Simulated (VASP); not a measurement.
Runs of VASP 6.6.1 on Sc2AlN3. The structure is that of space group P-3m1 (No. 164), or close to it. The cells are those of the table. 

| task | spin | cell | k mesh | cutoff (eV) | smearing | gap on the mesh (eV) | pressure (GPa) | largest force (eV/Å) |
| --- | --- | --- | --- | --- | --- | --- | --- | --- |
| relaxation of cell and atoms | off | relaxed from a = 4.071, b = 4.071, c = 6.485 Å, angles 90.0, 90.0, 120.0°, 6 atoms | 6 × 6 × 4 | 600 | gaussian 0.1 eV | (a) | -0.2 | 0.01 |
| single point | collinear, ferromagnetic start | a = 4.071, b = 4.071, c = 6.485 Å, angles 90.0, 90.0, 120.0°, 6 atoms | 6 × 6 × 4 | 520 | gaussian 0.1 eV | none | -15.0 | 4.10 |
| single point | off | a = 3.102, b = 3.102, c = 7.544 Å, angles 90.0, 90.0, 120.0°, 6 atoms | 12 × 12 × 6 | 520 | gaussian 0.02 eV | 0.40 | 0.7 | 0.07 |
| single point | off | a = 3.103, b = 3.103, c = 7.544 Å, angles 90.0, 90.0, 120.0°, 6 atoms | 6 × 6 × 4 | 520 | gaussian 0.1 eV | 0.40 | 0.7 | 0.07 |
| single point | off | a = 4.071, b = 4.071, c = 6.485 Å, angles 90.0, 90.0, 120.0°, 6 atoms | 6 × 6 × 4 | 520 | gaussian 0.1 eV | none | -15.2 | (b) |

Alike in all rows: level PBE; potentials or basis VASP PAW PBE potentials, release 64 (Sc_sv, Al, N).

Q: Estimate the missing entries.

A: (a) 0.39; (b) 4.05.

Caveats: forces of over 1 eV/Å act on the atoms, so gaps and moduli don't describe the material at rest (some runs).

A k mesh can miss the band edges.

A gap of «none» marks levels without a gap at the run's occupations.
